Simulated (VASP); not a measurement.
# Se (P3_121) in VASP: notebook

Se is run at these levels: PBE+D3(BJ); tasks: single point.

Program: VASP 6.6.1. These are calculated values, not measurements. Logs are shortened: lines on timing, memory, paths and dates and some standing lists are left out, and cuts for length are marked.

## (1) The cell of the first run

The structure is trigonal, space group P3_121 (No. 152). Conventional cell: a = 4.003 Å, b = 4.003 Å, c = 5.297 Å, α = 90.00°, β = 90.00°, γ = 120.00°. Within 3.0 Å of Se (site symmetry 2) lie 2 Se at 2.25 Å.

## (2) Single point, PBE+D3(BJ)

INCAR

```
SYSTEM = Se
PREC = Accurate
ENCUT = 520
EDIFF = 1E-6
ISMEAR = 0
SIGMA = 0.05
LREAL = .False.
LASPH = .True.
NELM = 100
ALGO = Normal
ISIF = 2
LWAVE = .False.
LCHARG = .True.
GGA = PE
IVDW = 12
LELF = .True.
LVHAR = .True.
NBANDS = 16
```

KPOINTS

```
Automatic mesh
0
Gamma
  9 9 8
  0 0 0
```

POSCAR

```
Se
1.0
    4.0025012891      0.0000000000      0.0000000000
   -2.0012506446      3.4662677951      0.0000000000
    0.0000000000      0.0000000000      5.2973104561
Se
3
Direct
    0.2012552844      0.0000000000      0.3333333333
    0.0000000000      0.2012552844      0.6666666667
    0.7987447156      0.7987447156      0.0000000000
```

Potentials or basis: VASP PAW PBE potentials, release 64 (Se).

Run with:

```bash
$ cat potpaw_PBE.64/Se/POTCAR > POTCAR
$ mpirun -np 1 vasp_std > vasp.out
```

OUTCAR:

```text
SYSTEM = Se
   PREC = Accurate
   ENCUT = 520
   EDIFF = 1E-6
   ISMEAR = 0
   LREAL = .False.
   LASPH = .True.
   NELM = 100
   ISIF = 2
   GGA = PE
   IVDW = 12
 IVDW          = 12

 ion  position               nearest neighbor table
   1  0.201  0.000  0.333-   3 2.25   2 2.25
   2  0.000  0.201  0.667-   3 2.25   1 2.25
   3  0.799  0.799  0.000-   1 2.25   2 2.25

  LATTYP: Found a hexagonal cell.
 ALAT       =     4.0025012891
 C/A-ratio  =     1.3235000000

  Lattice vectors:

 A1 = (   4.0025012891,   0.0000000000,   0.0000000000)
 A2 = (  -2.0012506446,   3.4662677951,   0.0000000000)
 A3 = (   0.0000000000,   0.0000000000,   5.2973104561)

Analysis of symmetry for initial positions (statically):
=====================================================================
 Subroutine PRICEL returns:
 Original cell was already a primitive cell.

 Routine SETGRP: Setting up the symmetry group for a
 hexagonal supercell.

 Subroutine GETGRP returns: Found  6 space group operations
 (whereof  2 operations were pure point group operations)
 out of a pool of 24 trial point group operations.

The static configuration has the point symmetry C_2 .
 The point group associated with its full space group is D_3 .

Analysis of symmetry for dynamics (positions and initial velocities):
=====================================================================
 Subroutine PRICEL returns:
 Original cell was already a primitive cell.

 Routine SETGRP: Setting up the symmetry group for a
 hexagonal supercell.

 Subroutine GETGRP returns: Found  6 space group operations
 (whereof  2 operations were pure point group operations)
 out of a pool of 24 trial point group operations.

The dynamic configuration has the point symmetry C_2 .
 The point group associated with its full space group is D_3 .

 Subroutine INISYM returns: Found  6 space group operations
 (whereof  2 operations are pure point group operations),
 and found     1 'primitive' translations

----------------------------------------------------------------------------------------

                                     Primitive cell

  volume of cell :      73.4935

  direct lattice vectors                    reciprocal lattice vectors
     4.002501289  0.000000000  0.000000000     0.249843767  0.144247366  0.000000000
    -2.001250645  3.466267795  0.000000000     0.000000000  0.288494732  0.000000000
     0.000000000  0.000000000  5.297310456     0.000000000  0.000000000  0.188775041

  length of vectors
     4.002501289  4.002501289  5.297310456     0.288494732  0.288494732  0.188775041

  position of ions in fractional coordinates (direct lattice)
     0.201255284  0.000000000  0.333333333
     0.000000000  0.201255284  0.666666667
[... 85 lines left out ...]
   ISIF   =      2    stress and relaxation
   ISYM   =      2    0-nonsym 1-usesym 2-fastsym
   POTIM  = 0.5000    time-step for ionic-motion
   TEBEG  =    0.0;   TEEND  =   0.0 temperature during run
   PSTRESS=    0.0 pullay stress
   NELECT =      18.0000    total number of electrons
   NUPDOWN=      -1.0000    fix difference up-down
   EMIN   =  10.00;   EMAX   =-10.00  energy-range for DOS
   EFERMI =   0.00;   METHOD = LEGACY
   ISMEAR =     0;   SIGMA  =   0.05  broadening in eV -4-tet -1-fermi 0-gaus
   EFERMI_NEDOS =   21; number of points for ismear=-14 and -15
   IALGO  =     38    algorithm
   IMIX   =      4    mixing-type and parameters
     AMIX     =   0.40;   BMIX     =  1.00
     AMIX_MAG =   1.60;   BMIX_MAG =  1.00
  volume/ion in A,a.u.               =      24.50       165.32
  Fermi-wavevector in a.u.,A,eV,Ry     =   1.024274  1.935597 14.274368  1.049136
  Thomas-Fermi vector in A             =   2.158052
   LORBIT       =      0    0 simple, 1 ext, 2 COOP (PROOUT), +10 PAW based schemes
   GGA     = PE    functional components
   LHFCALC =     F    Hartree Fock is set to
   AEXX    =    0.0000 exact exchange contribution
   IVDW    =    12    specifies the selected vdW correction
   LEPSILON=     F    determine dielectric tensor
   LRPA    =     F    only Hartree local field effects (RPA)
 non-spin polarized calculation
 Gauss-broadening in eV      SIGMA  =   0.05
  energy-cutoff  :      520.00
  volume of cell :       73.49
 maximum number of plane-waves:      2005
 NGX is ok and might be reduce to    30
   NGX = 15   NGY = 15   NGZ = 19

 number of electron      18.0000003 magnetization

 Free energy of the ion-electron system (eV)
  ---------------------------------------------------
  ext. energy  EPLUGINS =         0.00000000
  ---------------------------------------------------
  free energy    TOTEN  =        -9.69159003 eV

  energy without entropy =       -9.69127788  energy(sigma->0) =       -9.69143396

 E-fermi :   3.7637     XC(G=0):  -9.3156

 val. band max:        3.7425578041   @ k =   0.3333   0.3333   0.3750
 cond. band min:       4.0066419710   @ k =   0.3333   0.3333   0.3750
 fundamental gap:      0.2640841668
 Fermi energy:         3.7636956342

 k-point     1 :       0.0000    0.0000    0.0000
  band No.  band energies     occupation
      1     -13.1359      2.00000
      2      -8.7365      2.00000
      3      -8.7365      2.00000
      4      -0.1575      2.00000
      5      -0.1575      2.00000
      6       0.3277      2.00000
[... 433 lines left out ...]
      3      -7.7820      2.00000
      4      -1.9312      2.00000
      5      -1.5074      2.00000
      6       0.3190      2.00000
[... 8 lines left out ...]
     15      11.7619      0.00000
     16      12.9809      0.00000

 [... further k-points ...]

------------------------ aborting loop because EDIFF is reached ----------------------------------------

 Edisp (eV)   -1.06707

 E8    (eV) :    -0.4410

  FORCE on cell =-STRESS in cart. coord.  units (eV):
  Direction    XX          YY          ZZ          XY          YZ          ZX
  --------------------------------------------------------------------------------------
  -------------------------------------------------------------------------------------
  Total       3.80733     3.80733     7.30597    -0.00000     0.00000    -0.00000
  in kB      83.00081    83.00081   159.27210    -0.00000     0.00000    -0.00000
  external pressure =      108.42 kB  Pullay stress =        0.00 kB

 VOLUME and BASIS-vectors are now :
 -----------------------------------------------------------------------------
  energy-cutoff  :      520.00
  volume of cell :       73.49
      direct lattice vectors                 reciprocal lattice vectors
     4.002501289  0.000000000  0.000000000     0.249843767  0.144247366  0.000000000
    -2.001250645  3.466267795  0.000000000     0.000000000  0.288494732  0.000000000
     0.000000000  0.000000000  5.297310456     0.000000000  0.000000000  0.188775041

 POSITION                                       TOTAL-FORCE (eV/Angst)
 -----------------------------------------------------------------------------------
      0.80552      0.00000      1.76577         3.043002     -0.000000     -0.000000
     -0.40276      0.69760      3.53154        -1.521501      2.635317      0.000000
      1.59849      2.76866      0.00000        -1.521501     -2.635317      0.000000
 -----------------------------------------------------------------------------------
    total drift:                                0.000001      0.000001     -0.000000

  FREE ENERGIE OF THE ION-ELECTRON SYSTEM (eV)
  ---------------------------------------------------
  free  energy   TOTEN  =       -10.7586604579 eV

  energy  without entropy=      -10.7583483070  energy(sigma->0) =      -10.75850438
```

OSZICAR:

```text
N       E                     dE             d eps       ncg     rms          rms(c)
DAV:   1     0.819691587687E+02    0.81969E+02   -0.72809E+03  2592   0.942E+02
DAV:   2    -0.494143145386E+01   -0.86911E+02   -0.82629E+02  3392   0.158E+02
DAV:   3    -0.974580326764E+01   -0.48044E+01   -0.47798E+01  3432   0.421E+01
DAV:   4    -0.977663418617E+01   -0.30831E-01   -0.30826E-01  3192   0.395E+00
DAV:   5    -0.977683845851E+01   -0.20427E-03   -0.20427E-03  3520   0.317E-01    0.888E+00
DAV:   6    -0.971050782649E+01    0.66331E-01   -0.50600E-02  3144   0.136E+00    0.555E+00
DAV:   7    -0.969349753216E+01    0.17010E-01   -0.95866E-02  3168   0.181E+00    0.265E-01
DAV:   8    -0.969144899422E+01    0.20485E-02   -0.14751E-02  2880   0.757E-01    0.138E-01
DAV:   9    -0.969155192320E+01   -0.10293E-03   -0.61616E-04  3456   0.154E-01    0.486E-02
DAV:  10    -0.969158644345E+01   -0.34520E-04   -0.48376E-05  3168   0.480E-02    0.809E-03
DAV:  11    -0.969159036286E+01   -0.39194E-05   -0.10420E-05  3456   0.196E-02    0.510E-03
DAV:  12    -0.969159003107E+01    0.33180E-06   -0.19257E-06  2224   0.885E-03
   1 F= -.10758660E+02 E0= -.10758504E+02  d E =-.312151E-03
```

It took 2 min on 1 thread of Intel Xeon 8259CL, shared host; peak memory 0.23 GiB.

Results:

| Property | Result |
| --- | --- |
| Free energy | -10.7587 eV |
| Pressure | 10.8 GPa |
| Largest force | 3.043 eV/Å |
| Band gap on the k mesh | zero (bands 9 and 10 overlap by 0.01 eV) |
| Dispersion energy per atom | -0.356 eV |

Forces on the atoms (eV/Å):
```
Se   3.043  0.000  0.000
Se  -1.522  2.635  0.000
Se  -1.522 -2.635  0.000
```

Stress tensor (GPa, compression positive):
```
 8.30  0.00  0.00
 0.00  8.30  0.00
 0.00  0.00 15.93
```

Levels at points of the mesh, in eV from the Fermi level:
| k point | band 5 | band 6 | band 7 | band 8 | band 9 | band 10 | band 11 | band 12 | band 13 | band 14 |
| --- | --- | --- | --- | --- | --- | --- | --- | --- | --- | --- |
| (0.00, 0.00, 0.00) | -3.92 | -3.44 | -2.20 | -2.20 | -0.27 | 2.01 | 2.01 | 3.53 | 5.90 | 5.90 |
| (0.00, 0.00, 0.50) | -3.21 | -3.21 | -1.79 | -1.28 | -1.28 | 0.48 | 2.24 | 2.24 | 5.75 | 7.78 |

Caveat: the stress differs along the axes, from 8 to 16 GPa; forces of over 1 eV/Å act on the atoms, so gaps and moduli don't describe the material at rest.

## (3) Single point, PBE+D3(BJ)

INCAR

```
SYSTEM = Se
ALGO = Normal
EDIFF = 1E-6
ENCUT = 520
GGA = PE
ISIF = 2
ISMEAR = 0
IVDW = 12
LASPH = .TRUE.
LCHARG = .FALSE.
LREAL = .FALSE.
LWAVE = .FALSE.
NBANDS = 16
NELM = 100
PREC = Accurate
SIGMA = 0.05
```

KPOINTS

```
k-points
0
G
  9 9 8
  0 0 0
```

POSCAR

```
Se
1.0
    4.0025012891      0.0000000000      0.0000000000
   -2.0012506446      3.4662677951      0.0000000000
    0.0000000000      0.0000000000      5.2973104561
Se
3
Direct
    0.2934348538      0.0000000000      0.3333333333
    0.0000000000      0.2934348538      0.6666666667
    0.7065651462      0.7065651462      0.0000000000
```

Potentials or basis: VASP PAW PBE potentials, release 64 (Se).

Run with:

```bash
$ cat potpaw_PBE.64/Se/POTCAR > POTCAR
$ mpirun -np 1 vasp_std > vasp.out
```

Wall time 2 min (1 thread of Intel Xeon 8259CL, shared host); peak memory 0.23 GiB.

Results (log left out):

```
Free energy                : -11.1729 eV
Pressure                   : -6.0 GPa
Largest force              : 0.768 eV/Å
Band gap on the k mesh     : zero (filled and empty bands overlap)
Dispersion energy per atom : -0.357 eV
```

Forces on the atoms (eV/Å):
```
Se  -0.768  0.000  0.000
Se   0.384 -0.665  0.000
Se   0.384  0.665  0.000
```

Stress tensor (GPa, compression positive):
```
-5.59  0.00  0.00
 0.00 -5.59  0.00
 0.00  0.00 -6.81
```

Levels at points of the mesh, in eV from the Fermi level:
```
           k point  band 5  band 6  band 7  band 8  band 9  band 10  band 11  band 12  band 13  band 14
(0.00, 0.00, 0.00)   -2.87   -2.87   -2.02   -2.02   -1.42     1.06     1.06     1.56     6.63     6.63
(0.00, 0.00, 0.50)   -2.86   -2.86   -1.26   -0.96   -0.96    -0.02    -0.02     0.13     5.47     6.60
```

Caveat: the cell stands under tension.

The gap in the log of VASP goes by the Fermi energy; the results here count the filled bands.